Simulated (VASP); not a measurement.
# Na2S (Fm-3m) in VASP: notebook, part 3 of 3

VASP 6.6.1.

## Step 4: Electric field gradients, PBEsol (22.70 Å³/atom)

This run uses another cell than the first one, of 22.70 Å³/atom.

Contents of INCAR:

```
PREC     = Accurate       # precision mode
ENCUT    = 400            # plane-wave cutoff, eV
EDIFF    = 1E-8           # SCF threshold, eV
ISMEAR   = -1             # smearing method
SIGMA    = 0.02           # smearing width, eV
LREAL    = False          # projectors in reciprocal space
LASPH    = True           # aspherical terms in the spheres
NELM     = 120            # most SCF steps
ALGO     = Normal         # electronic algorithm
ISIF     = 2              # what is computed and relaxed
LWAVE    = False          # write WAVECAR
LCHARG   = False          # write CHGCAR
GGA      = PS             # functional
LEFG     = True         
NBANDS   = 17             # bands
GGA_COMPAT= False
```

Contents of KPOINTS:

```
regular mesh
0
Gamma
  8 8 8
```

Contents of POSCAR:

```
Na2S
1.0
    0.0000000000      3.2411000113      3.2411000113
    3.2411000113      0.0000000000      3.2411000113
    3.2411000113      3.2411000113      0.0000000000
Na S
2 1
Direct
    0.2500000000      0.2500000000      0.2500000000
    0.7500000000      0.7500000000      0.7500000000
    0.0000000000      0.0000000000      0.0000000000
```

Potentials or basis: VASP PAW PBE potentials, release 64 (Na_pv, S).

Launch:

```
$ cat potpaw_PBE.64/Na_pv/POTCAR potpaw_PBE.64/S/POTCAR > POTCAR
$ mpirun -np 1 vasp_std > vasp.out
```

OUTCAR:

```text
PREC = Accurate
   ENCUT = 400
   EDIFF = 1E-8
   ISMEAR = -1
   LREAL = False
   LASPH = True
   NELM = 120
   ISIF = 2
   GGA = PS

 ion  position               nearest neighbor table
   1  0.250  0.250  0.250-
   2  0.750  0.750  0.750-
   3  0.000  0.000  0.000-

  LATTYP: Found a face centered cubic cell.
 ALAT       =     6.4822000226

  Lattice vectors:

 A1 = (   0.0000000000,   3.2411000113,   3.2411000113)
 A2 = (   3.2411000113,   0.0000000000,   3.2411000113)
 A3 = (   3.2411000113,   3.2411000113,   0.0000000000)

Analysis of symmetry for initial positions (statically):
=====================================================================
 Subroutine PRICEL returns:
 Original cell was already a primitive cell.

 Routine SETGRP: Setting up the symmetry group for a
 face centered cubic supercell.

 Subroutine GETGRP returns: Found 48 space group operations
 (whereof 48 operations were pure point group operations)
 out of a pool of 48 trial point group operations.

The static configuration has the point symmetry O_h .

Analysis of symmetry for dynamics (positions and initial velocities):
=====================================================================
 Subroutine PRICEL returns:
 Original cell was already a primitive cell.

 Routine SETGRP: Setting up the symmetry group for a
 face centered cubic supercell.

 Subroutine GETGRP returns: Found 48 space group operations
 (whereof 48 operations were pure point group operations)
 out of a pool of 48 trial point group operations.

The dynamic configuration has the point symmetry O_h .

 Subroutine INISYM returns: Found 48 space group operations
 (whereof 48 operations are pure point group operations),
 and found     1 'primitive' translations

----------------------------------------------------------------------------------------

                                     Primitive cell

  volume of cell :      68.0938

  direct lattice vectors                    reciprocal lattice vectors
     0.000000000  3.241100011  3.241100011    -0.154268612  0.154268612  0.154268612
     3.241100011  0.000000000  3.241100011     0.154268612 -0.154268612  0.154268612
     3.241100011  3.241100011  0.000000000     0.154268612  0.154268612 -0.154268612

  length of vectors
     4.583607593  4.583607593  4.583607593     0.267201074  0.267201074  0.267201074

  position of ions in fractional coordinates (direct lattice)
     0.250000000  0.250000000  0.250000000
     0.750000000  0.750000000  0.750000000
     0.000000000  0.000000000  0.000000000

  ion indices of the primitive-cell ions
   primitive index   ion index
                 1           1
                 2           2
                 3           3

----------------------------------------------------------------------------------------

 KPOINTS: regular mesh

Automatic generation of k-mesh.
 Grid dimensions read from file:
 generate k-points for:    8    8    8

 Generating k-lattice:
[... 68 lines left out ...]
   ISIF   =      2    stress and relaxation
   ISYM   =      2    0-nonsym 1-usesym 2-fastsym
   POTIM  = 0.5000    time-step for ionic-motion
   TEBEG  =    0.0;   TEEND  =   0.0 temperature during run
   PSTRESS=    0.0 pullay stress
   NELECT =      20.0000    total number of electrons
   NUPDOWN=      -1.0000    fix difference up-down
   EMIN   =  10.00;   EMAX   =-10.00  energy-range for DOS
   EFERMI =   0.00;   METHOD = LEGACY
   ISMEAR =    -1;   SIGMA  =   0.02  broadening in eV -4-tet -1-fermi 0-gaus
   EFERMI_NEDOS =   21; number of points for ismear=-14 and -15
   IALGO  =     38    algorithm
   IMIX   =      4    mixing-type and parameters
     AMIX     =   0.40;   BMIX     =  1.00
     AMIX_MAG =   1.60;   BMIX_MAG =  1.00
  volume/ion in A,a.u.               =      22.70       153.17
  Fermi-wavevector in a.u.,A,eV,Ry     =   1.088218  2.056433 16.112257  1.184217
  Thomas-Fermi vector in A             =   2.224394
   LORBIT       =      0    0 simple, 1 ext, 2 COOP (PROOUT), +10 PAW based schemes
   GGA     = PS    functional components
   LHFCALC =     F    Hartree Fock is set to
   AEXX    =    0.0000 exact exchange contribution
   IVDW    =     0    specifies the selected vdW correction
   LEPSILON=     F    determine dielectric tensor
   LRPA    =     F    only Hartree local field effects (RPA)
 non-spin polarized calculation
  energy-cutoff  :      400.00
  volume of cell :       68.09
 maximum number of plane-waves:      1254
 NGX is ok and might be reduce to    30
   NGX = 15   NGY = 15   NGZ = 15

 number of electron      19.9999987 magnetization

 Free energy of the ion-electron system (eV)
  ---------------------------------------------------
  ext. energy  EPLUGINS =         0.00000000
  ---------------------------------------------------
  free energy    TOTEN  =       -10.37136473 eV

  energy without entropy =      -10.37136473  energy(sigma->0) =      -10.37136473

 E-fermi :   0.7475     XC(G=0):  -8.0574

 val. band max:        0.2290081564   @ k =   0.0000   0.0000   0.0000
 cond. band min:       2.6799584531   @ k =   0.0000   0.0000   0.0000
 fundamental gap:      2.4509502967
 Fermi energy:         0.7474537847

 k-point     1 :       0.0000    0.0000    0.0000
  band No.  band energies     occupation
      1     -21.7807      2.00000
      2     -21.7807      2.00000
      3     -21.7807      2.00000
      4     -21.7206      2.00000
      5     -21.7206      2.00000
      6     -21.7206      2.00000
[... 457 lines left out ...]
      4     -21.7530      2.00000
      5     -21.7219      2.00000
      6     -21.7208      2.00000
[... 9 lines left out ...]
     16      10.9292      0.00000
     17      12.2602      0.00000

 [... further k-points ...]
[... 5 lines left out ...]
  --------------------------------------------------------------------------------------
  -------------------------------------------------------------------------------------
  Total        0.0489612      0.0489612      0.0489612      0.0000000      0.0000000      0.0000000
  in kB        1.1520066      1.1520066      1.1520066      0.0000000      0.0000000      0.0000000
  external PRESSURE =       1.1520066 kB  Pullay stress =       0.0000000 kB

 VOLUME and BASIS-vectors are now :
 -----------------------------------------------------------------------------
  energy-cutoff  :      400.00
  volume of cell :       68.09
      direct lattice vectors                 reciprocal lattice vectors
     0.000000000  3.241100011  3.241100011    -0.154268612  0.154268612  0.154268612
     3.241100011  0.000000000  3.241100011     0.154268612 -0.154268612  0.154268612
     3.241100011  3.241100011  0.000000000     0.154268612  0.154268612 -0.154268612

 POSITION                                       TOTAL-FORCE (eV/Angst)
 -----------------------------------------------------------------------------------
      1.62055      1.62055      1.62055         0.000000     -0.000000     -0.000000
      4.86165      4.86165      4.86165        -0.000000      0.000000      0.000000
      0.00000      0.00000      0.00000        -0.000000      0.000000      0.000000
 -----------------------------------------------------------------------------------
    total drift:                                0.000000     -0.000000      0.000000

  FREE ENERGIE OF THE ION-ELECTRON SYSTEM (eV)
  ---------------------------------------------------
  free  energy   TOTEN  =       -10.3713647343 eV

  energy  without entropy=      -10.3713647343  energy(sigma->0) =      -10.37136473

 Electric field gradients (V/A^2)
---------------------------------------------------------------------
 ion       V_xx      V_yy      V_zz      V_xy      V_xz      V_yz
---------------------------------------------------------------------
   1       0.000    -0.000     0.000     0.001     0.001     0.001
   2       0.000     0.000     0.000     0.001     0.001     0.001
   3      -0.000    -0.000    -0.000    -0.001    -0.001    -0.001
---------------------------------------------------------------------

 Electric field gradients after diagonalization (V/A^2)
 (convention: |V_zz| > |V_xx| > |V_yy|)
----------------------------------------------------------------------
 ion       V_xx      V_yy      V_zz     asymmetry (V_yy - V_xx)/ V_zz
----------------------------------------------------------------------
   1      -0.001    -0.001     0.002       0.000
   2      -0.001    -0.001     0.002       0.000
   3       0.001     0.001    -0.002       0.000
----------------------------------------------------------------------

           NMR quadrupolar parameters

 Cq : quadrupolar parameter    Cq=e*Q*V_zz/h
 eta: asymmetry parameters     (V_yy - V_xx)/ V_zz
 Q  : nuclear electric quadrupole moment in mb (millibarn)
----------------------------------------------------------------------
 ion       Cq(MHz)       eta       Q (mb)
----------------------------------------------------------------------
   1       0.000       0.000       1.000
   2       0.000       0.000       1.000
   3      -0.000       0.000       1.000
----------------------------------------------------------------------
```

It took 58 s on 1 thread of Intel Xeon 8259CL, shared host; peak memory 0.17 GiB.

What came out:

- Free energy: -10.3714 eV
- Pressure: 0.1 GPa
- Band gap on the k mesh: 2.45 eV
- Largest electric field gradient by atom: zero within the noise of the run

Caveat: the PAW data sets were made with another functional, which shifts forces and pressure a little. A k mesh can miss the band edges.

## Step 5: Electric field gradients, PBEsol (22.70 Å³/atom)

This run uses another cell than the first one, of 22.70 Å³/atom.

Contents of INCAR:

```
SYSTEM = Na2S
PREC     = Accurate       ! precision mode
ENCUT    = 400            ! plane-wave cutoff, eV
EDIFF    = 1E-8           ! SCF threshold, eV
ISMEAR   = -1             ! smearing method
SIGMA    = 0.02           ! smearing width, eV
LREAL    = .False.        ! projectors in reciprocal space
LASPH    = .True.         ! aspherical terms in the spheres
NELM     = 120            ! most SCF steps
ALGO     = Normal         ! electronic algorithm
ISIF     = 2              ! what is computed and relaxed
LWAVE    = .False.        ! write WAVECAR
LCHARG   = .False.        ! write CHGCAR
GGA      = PS             ! functional
LEFG     = .True.       
NBANDS   = 17             ! bands
GGA_COMPAT= .False.
```

Contents of KPOINTS:

```
regular mesh
0
Gamma
  8 8 8
  0 0 0
```

POSCAR is that of step 4.

Potentials or basis: VASP PAW PBE potentials, release 64 (Na_pv, S).

Launch:

```
$ cat potpaw_PBE.64/Na_pv/POTCAR potpaw_PBE.64/S/POTCAR > POTCAR
$ mpirun -np 1 vasp_std > vasp.out
```

OUTCAR:

```text
SYSTEM = Na2S
   PREC = Accurate
   ENCUT = 400
   EDIFF = 1E-8
   ISMEAR = -1
   LREAL = .False.
   LASPH = .True.
   NELM = 120
   ISIF = 2
   GGA = PS

 ion  position               nearest neighbor table
   1  0.250  0.250  0.250-
   2  0.750  0.750  0.750-
   3  0.000  0.000  0.000-

  LATTYP: Found a face centered cubic cell.
 ALAT       =     6.4822000226

  Lattice vectors:

 A1 = (   0.0000000000,   3.2411000113,   3.2411000113)
 A2 = (   3.2411000113,   0.0000000000,   3.2411000113)
 A3 = (   3.2411000113,   3.2411000113,   0.0000000000)

Analysis of symmetry for initial positions (statically):
=====================================================================
 Subroutine PRICEL returns:
 Original cell was already a primitive cell.

 Routine SETGRP: Setting up the symmetry group for a
 face centered cubic supercell.

 Subroutine GETGRP returns: Found 48 space group operations
 (whereof 48 operations were pure point group operations)
 out of a pool of 48 trial point group operations.

The static configuration has the point symmetry O_h .

Analysis of symmetry for dynamics (positions and initial velocities):
=====================================================================
 Subroutine PRICEL returns:
 Original cell was already a primitive cell.

 Routine SETGRP: Setting up the symmetry group for a
 face centered cubic supercell.

 Subroutine GETGRP returns: Found 48 space group operations
 (whereof 48 operations were pure point group operations)
 out of a pool of 48 trial point group operations.

The dynamic configuration has the point symmetry O_h .

 Subroutine INISYM returns: Found 48 space group operations
 (whereof 48 operations are pure point group operations),
 and found     1 'primitive' translations

----------------------------------------------------------------------------------------

                                     Primitive cell

  volume of cell :      68.0938

  direct lattice vectors                    reciprocal lattice vectors
     0.000000000  3.241100011  3.241100011    -0.154268612  0.154268612  0.154268612
     3.241100011  0.000000000  3.241100011     0.154268612 -0.154268612  0.154268612
     3.241100011  3.241100011  0.000000000     0.154268612  0.154268612 -0.154268612

  length of vectors
     4.583607593  4.583607593  4.583607593     0.267201074  0.267201074  0.267201074

  position of ions in fractional coordinates (direct lattice)
     0.250000000  0.250000000  0.250000000
     0.750000000  0.750000000  0.750000000
     0.000000000  0.000000000  0.000000000

  ion indices of the primitive-cell ions
   primitive index   ion index
                 1           1
                 2           2
                 3           3

----------------------------------------------------------------------------------------

 KPOINTS: regular mesh

[... 71 lines left out ...]
   IBRION =     -1    ionic relax: 0-MD 1-quasi-New 2-CG
   NFREE  =      0    steps in history (QN), initial steepest desc. (CG)
   ISIF   =      2    stress and relaxation
   ISYM   =      2    0-nonsym 1-usesym 2-fastsym
   POTIM  = 0.5000    time-step for ionic-motion
   TEBEG  =    0.0;   TEEND  =   0.0 temperature during run
   PSTRESS=    0.0 pullay stress
   NELECT =      20.0000    total number of electrons
   NUPDOWN=      -1.0000    fix difference up-down
   EMIN   =  10.00;   EMAX   =-10.00  energy-range for DOS
   EFERMI =   0.00;   METHOD = LEGACY
   ISMEAR =    -1;   SIGMA  =   0.02  broadening in eV -4-tet -1-fermi 0-gaus
   EFERMI_NEDOS =   21; number of points for ismear=-14 and -15
   IALGO  =     38    algorithm
   IMIX   =      4    mixing-type and parameters
     AMIX     =   0.40;   BMIX     =  1.00
     AMIX_MAG =   1.60;   BMIX_MAG =  1.00
  volume/ion in A,a.u.               =      22.70       153.17
  Fermi-wavevector in a.u.,A,eV,Ry     =   1.088218  2.056433 16.112257  1.184217
  Thomas-Fermi vector in A             =   2.224394
   LORBIT       =      0    0 simple, 1 ext, 2 COOP (PROOUT), +10 PAW based schemes
   GGA     = PS    functional components
   LHFCALC =     F    Hartree Fock is set to
   AEXX    =    0.0000 exact exchange contribution
   IVDW    =     0    specifies the selected vdW correction
   LEPSILON=     F    determine dielectric tensor
   LRPA    =     F    only Hartree local field effects (RPA)
 non-spin polarized calculation
  energy-cutoff  :      400.00
  volume of cell :       68.09
 maximum number of plane-waves:      1254
 NGX is ok and might be reduce to    30
   NGX = 15   NGY = 15   NGZ = 15

 number of electron      19.9999987 magnetization

 Free energy of the ion-electron system (eV)
  ---------------------------------------------------
  ext. energy  EPLUGINS =         0.00000000
  ---------------------------------------------------
  free energy    TOTEN  =       -10.37136473 eV

  energy without entropy =      -10.37136473  energy(sigma->0) =      -10.37136473

 E-fermi :   0.7475     XC(G=0):  -8.0574

 val. band max:        0.2290081564   @ k =   0.0000   0.0000   0.0000
 cond. band min:       2.6799584531   @ k =   0.0000   0.0000   0.0000
 fundamental gap:      2.4509502967
 Fermi energy:         0.7474537847

 k-point     1 :       0.0000    0.0000    0.0000
  band No.  band energies     occupation
      1     -21.7807      2.00000
      2     -21.7807      2.00000
      3     -21.7807      2.00000
      4     -21.7206      2.00000
      5     -21.7206      2.00000
      6     -21.7206      2.00000
[... 457 lines left out ...]
      4     -21.7530      2.00000
      5     -21.7219      2.00000
      6     -21.7208      2.00000
[... 9 lines left out ...]
     16      10.9292      0.00000
     17      12.2602      0.00000

 [... further k-points ...]
[... 5 lines left out ...]
  --------------------------------------------------------------------------------------
  -------------------------------------------------------------------------------------
  Total        0.0489612      0.0489612      0.0489612      0.0000000      0.0000000      0.0000000
  in kB        1.1520066      1.1520066      1.1520066      0.0000000      0.0000000      0.0000000
  external PRESSURE =       1.1520066 kB  Pullay stress =       0.0000000 kB

 VOLUME and BASIS-vectors are now :
 -----------------------------------------------------------------------------
  energy-cutoff  :      400.00
  volume of cell :       68.09
      direct lattice vectors                 reciprocal lattice vectors
     0.000000000  3.241100011  3.241100011    -0.154268612  0.154268612  0.154268612
     3.241100011  0.000000000  3.241100011     0.154268612 -0.154268612  0.154268612
     3.241100011  3.241100011  0.000000000     0.154268612  0.154268612 -0.154268612

 POSITION                                       TOTAL-FORCE (eV/Angst)
 -----------------------------------------------------------------------------------
      1.62055      1.62055      1.62055         0.000000     -0.000000     -0.000000
      4.86165      4.86165      4.86165        -0.000000      0.000000      0.000000
      0.00000      0.00000      0.00000        -0.000000      0.000000      0.000000
 -----------------------------------------------------------------------------------
    total drift:                                0.000000     -0.000000      0.000000

  FREE ENERGIE OF THE ION-ELECTRON SYSTEM (eV)
  ---------------------------------------------------
  free  energy   TOTEN  =       -10.3713647343 eV

  energy  without entropy=      -10.3713647343  energy(sigma->0) =      -10.37136473

 Electric field gradients (V/A^2)
---------------------------------------------------------------------
 ion       V_xx      V_yy      V_zz      V_xy      V_xz      V_yz
---------------------------------------------------------------------
   1       0.000    -0.000     0.000     0.001     0.001     0.001
   2       0.000     0.000     0.000     0.001     0.001     0.001
   3      -0.000    -0.000    -0.000    -0.001    -0.001    -0.001
---------------------------------------------------------------------

 Electric field gradients after diagonalization (V/A^2)
 (convention: |V_zz| > |V_xx| > |V_yy|)
----------------------------------------------------------------------
 ion       V_xx      V_yy      V_zz     asymmetry (V_yy - V_xx)/ V_zz
----------------------------------------------------------------------
   1      -0.001    -0.001     0.002       0.000
   2      -0.001    -0.001     0.002       0.000
   3       0.001     0.001    -0.002       0.000
----------------------------------------------------------------------

           NMR quadrupolar parameters

 Cq : quadrupolar parameter    Cq=e*Q*V_zz/h
 eta: asymmetry parameters     (V_yy - V_xx)/ V_zz
 Q  : nuclear electric quadrupole moment in mb (millibarn)
----------------------------------------------------------------------
 ion       Cq(MHz)       eta       Q (mb)
----------------------------------------------------------------------
   1       0.000       0.000       1.000
   2       0.000       0.000       1.000
   3      -0.000       0.000       1.000
----------------------------------------------------------------------
```

Run time: 57 s. Hardware: 1 thread of Intel Xeon 8259CL, shared host; peak memory 0.17 GiB.

Results:

- Free energy: -10.3714 eV
- Pressure: 0.1 GPa
- Band gap on the k mesh: 2.45 eV
- Largest electric field gradient by atom: zero within the noise of the run

Levels at points of the mesh, in eV from the valence-band top:
```tsv
k point	band 7	band 8	band 9	band 10	band 11	band 12	band 13	band 14
(0.00, 0.00, 0.00)	-10.17	0.00	0.00	0.00	2.45	7.75	7.75	7.75
(0.50, 0.00, 0.00)	-9.90	-1.72	-0.14	-0.14	4.82	6.42	7.12	7.12
(0.50, 0.50, 0.00)	-9.81	-1.54	-0.48	-0.48	3.71	6.03	8.61	9.83
```

Caveat: the PAW data sets were made with another functional, which shifts forces and pressure a little. A k mesh can miss the band edges.
